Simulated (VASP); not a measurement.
## In4SbAs3: single point with PBE

Crystal: In4SbAs3.

```
CELL_PARAMETERS angstrom
4.45647 0.00000 0.00000
0.00000 4.45647 0.00000
0.00000 0.00000 12.58951
ATOMIC_POSITIONS crystal
In 0.50000 0.00000 0.87962
In 0.00000 0.50000 0.12038
In 0.50000 0.00000 0.36192
In 0.00000 0.50000 0.63808
Sb 0.50000 0.50000 0.50000
As 0.00000 0.00000 0.24111
As 0.00000 0.00000 0.75889
As 0.50000 0.50000 0.00000
```

```yaml
Program: VASP 6.6.1
Task: single point
Functional: PBE
Potentials_or_basis: VASP PAW PBE potentials, release 64 (In_d, Sb, As)
Cutoff: 520 eV
k_mesh: 4 × 4 × 2
Occupations: gaussian, width 0.1 eV
Spin: no spin polarisation
Dipole_correction: no
Further_INCAR_settings: ALGO = Normal; EDIFF = 1e-07; NBANDS = 46
```

| Property | Result |
| --- | --- |
| Pressure | 0.2 GPa |
| Largest force | 0.018 eV/Å |
| Band gap on the k mesh | zero (filled and empty bands touch) |

Forces on the atoms (eV/Å):
```
In   0.000  0.000  0.002
In   0.000  0.000 -0.002
In   0.000  0.000 -0.018
In   0.000  0.000  0.018
Sb   0.000  0.000  0.000
As   0.000  0.000  0.007
As   0.000  0.000 -0.007
As   0.000  0.000  0.000
```

Stress tensor (GPa, compression positive):
```
 0.35  0.00  0.00
 0.00  0.35  0.00
 0.00  0.00 -0.15
```

Levels at points of the mesh, in eV from the Fermi level:
```tsv
k point	band 32	band 33	band 34	band 35	band 36	band 37	band 38	band 39	band 40	band 41
(0.00, 0.00, 0.00)	-1.20	-1.20	-0.70	-0.10	-0.01	-0.01	1.51	1.68	1.90	2.10
(0.50, 0.00, 0.00)	-1.20	-1.17	-0.99	-0.97	-0.43	0.43	0.73	1.99	2.41	4.10
(0.50, 0.50, 0.00)	-2.63	-2.23	-2.16	-2.16	-2.08	1.44	1.57	1.75	1.75	3.63
(0.00, 0.00, 0.50)	-1.86	-0.72	-0.72	-0.31	-0.31	1.24	1.26	1.57	1.64	2.08
(0.50, 0.00, 0.50)	-1.84	-1.20	-1.19	-1.19	-0.43	1.30	1.39	1.46	1.92	3.86
(0.50, 0.50, 0.50)	-2.47	-2.43	-2.43	-2.40	-2.31	2.24	2.33	2.37	2.37	2.39
```

It took 2.2 min on 1 thread of Intel Xeon 6975P-C, with other jobs on the host, peak memory 0.41 GiB.

Caveat: spin-orbit coupling is left out, which moves the levels of the heavy elements.
